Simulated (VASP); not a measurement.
## W8C9F3: single point with PBE+D3(BJ)

The system is W8C9F3, a slab with vacuum.

```
W C F
1.0
     5.78468    0.00000    0.00000
    -2.89234    5.00968    0.00000
     0.00000    0.00000   15.24479
W C F
8 9 3
Direct
  0.00000 0.00000 0.06560
  0.00025 0.00013 0.25299
  0.00000 0.50000 0.06560
  0.00004 0.50002 0.25204
  0.50000 0.00000 0.06560
  0.49993 0.00012 0.25299
  0.50000 0.50000 0.06560
  0.49995 0.49981 0.25299
  0.33335 0.16668 0.15344
  0.33339 0.16670 0.33668
  0.33348 0.66673 0.15198
  0.33507 0.66758 0.32564
  0.83328 0.16654 0.15198
  0.83259 0.16502 0.32564
  0.83329 0.66675 0.15198
  0.83251 0.66748 0.32564
  0.33343 0.16674 0.43591
  0.21187 0.29620 0.46965
  0.20400 0.91572 0.46966
  0.58447 0.28833 0.46964
```

- Program: VASP 6.6.1
- Task: single point
- Functional: PBE
- Dispersion: D3(BJ)
- Potentials or basis: VASP PAW PBE potentials, release 64 (W_sv, C, F)
- Cutoff: 520 eV
- k mesh: 3 × 3 × 1
- Occupations: gaussian, width 0.15 eV
- Spin: no spin polarisation
- Dipole correction: no
- Further INCAR settings: LREAL = Auto; ALGO = Normal; EDIFF = 1e-06; NBANDS = 100

```yaml
Largest_force: 0.418 eV/Å
Band_gap_on_the_k_mesh: zero (an odd number of electrons rules out a gap without spin polarisation)
Dispersion_energy_per_atom: -0.256 eV
```

Forces in eV/Å, atoms in the order of the input:
```
W    0.119  0.068 -0.004
W    0.018  0.010 -0.029
W    0.001  0.000 -0.230
W    0.000  0.000 -0.032
W   -0.117  0.069 -0.004
W   -0.019  0.010 -0.028
W    0.000 -0.136 -0.004
W    0.000 -0.021 -0.028
C    0.000  0.000 -0.011
C    0.000  0.000  0.055
C   -0.001 -0.001  0.007
C   -0.001  0.000  0.095
C    0.000  0.001  0.007
C    0.000 -0.001  0.094
C    0.001 -0.001  0.007
C   -0.001  0.000  0.094
C    0.001  0.000 -0.418
F   -0.294  0.171  0.142
F   -0.002 -0.340  0.143
F    0.296  0.169  0.143
```

Levels at points of the mesh, in eV from the Fermi level:
```tsv
k point	band 81	band 82	band 83	band 84	band 85	band 86	band 87	band 88	band 89	band 90
(0.00, 0.00, 0.00)	-0.50	0.41	0.41	0.59	0.59	0.63	1.35	1.48	1.48	2.36
```

Run time: 11 min on 1 thread of Intel(R) Xeon(R) Platinum 8488C (Sapphire Rapids), with other jobs on the host, peak memory 0.62 GiB.

Caveat: the k points lie up to 0.42 Å⁻¹ apart, too coarse for converged energies and pressures of a metal; there is no dipole correction, which matters where the two faces differ; spin-orbit coupling is left out, which moves the levels of the heavy elements; an odd number of electrons without spin polarisation forces a metal; a magnetic or distorted state may lie lower.
